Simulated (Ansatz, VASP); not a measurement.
Two plane-wave programs on Mg

```
Mg
1.0
     1.59185    0.91906    7.70819
    -1.59185    0.91906    7.70819
     0.00000   -1.83811    7.70819
Mg
3
Direct
  0.00000 0.00000 0.00000
  0.22204 0.22204 0.22204
  0.77796 0.77796 0.77796
```

Alike in both runs: functional PBEsol; k mesh 15 × 15 × 15; occupations gaussian, width 0.1 eV; no spin polarisation.

Ansatz relaxed the structure, and its values are those at the end. VASP's run is a single point on that final structure, the one shown.

|  | VASP | Ansatz |
| --- | --- | --- |
| version | VASP 6.6.1 | Ansatz 0.2.0 |
| potentials or method | VASP PAW PBE potentials, release 64 (Mg), cutoff 520 eV | scalar-relativistic, plane waves, PAW |
| valence electrons in the cell | 6 | 30 |

|  | VASP | Ansatz | Ansatz less VASP |
| --- | --- | --- | --- |
| gap on the k mesh at the Fermi level (eV) | none | none | - |
| pressure (GPa) | 0.0 | 0.0 | +0.05 |

VASP's potentials were made for PBE, not for PBEsol. A gap of «none» marks a metal or a gap that the smearing closes. VASP's potentials hold 6 valence electrons a cell and Ansatz's 30, so a difference there can come from the potentials and not from the codes.
